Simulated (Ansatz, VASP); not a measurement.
**AlN in VASP and in Ansatz**

File INCAR:

```
SYSTEM = AlN
  PREC = Accurate
  ENCUT = 520
  EDIFF = 1E-8
  ISMEAR = -1
  SIGMA = 0.02
  LREAL = .FALSE.
  LASPH = .TRUE.
  NELM = 100
  ALGO = Normal
  ISIF = 2
  LWAVE = .FALSE.
  LCHARG = .FALSE.
  GGA = PE
  LEFG = .TRUE.
  NBANDS = 11
```

File KPOINTS:

```
regular mesh
0
G
  10 10 10
  0 0 0
```

Contents of POSCAR:

```
AlN
1.0
    0.0000000000      1.9444680984      1.9444680984
    1.9444680984      0.0000000000      1.9444680984
    1.9444680984      1.9444680984      0.0000000000
Al N
1 1
Direct
    0.0000000000      0.0000000000      0.0000000000
    0.5000000000      0.5000000000      0.5000000000
```

Input for Ansatz:

```yaml
crystal:
  lattice:
    - [0.0, 1.9444680984, 1.9444680984]
    - [1.9444680984, 0.0, 1.9444680984]
    - [1.9444680984, 1.9444680984, 0.0]
  atoms:
    - { symbol: Al, position: [0.0, 0.0, 0.0] }
    - { symbol: "N", position: [0.5, 0.5, 0.5] }
kpoints:
  mp_grid: { grid: [10, 10, 10] }
scf:
  occupations: { method: fermi_dirac, width: 0.02 }
hamiltonian:
  xc: pbe
  pseudopotentials: { kind: all_electron, datasets: crystal }
output:
  forces: true
  stress: true
  eigenvalues: true
  efg: { contact_densities: true }
```

Change from the starting cell: volume scaled by 0.95, crystal datasets.

Alike in both runs: task electric field gradients; functional PBE; k mesh 10 × 10 × 10; occupations fermi-dirac, width 0.02 eV; no spin polarisation.

```csv
,VASP,Ansatz
version,VASP 6.6.1,Ansatz 0.2.0
potentials or method,"VASP PAW PBE potentials, release 64 (Al, N), cutoff 520 eV","all-electron PAW with datasets made for the crystal, scalar-relativistic"
```

Ansatz gave:

| Item | Value |
| --- | --- |
| gap on the k mesh at the Fermi level (eV) | 5.08 |
| pressure (GPa) | 45.1 |

Task: What did VASP give for the same quantities?

Result: gap on the k mesh at the Fermi level (eV): 5.08; pressure (GPa): 44.9.

Both programs put the cell under a high pressure, so it lies far from rest at this level. Ansatz ran all-electron here, and VASP with PAW potentials.
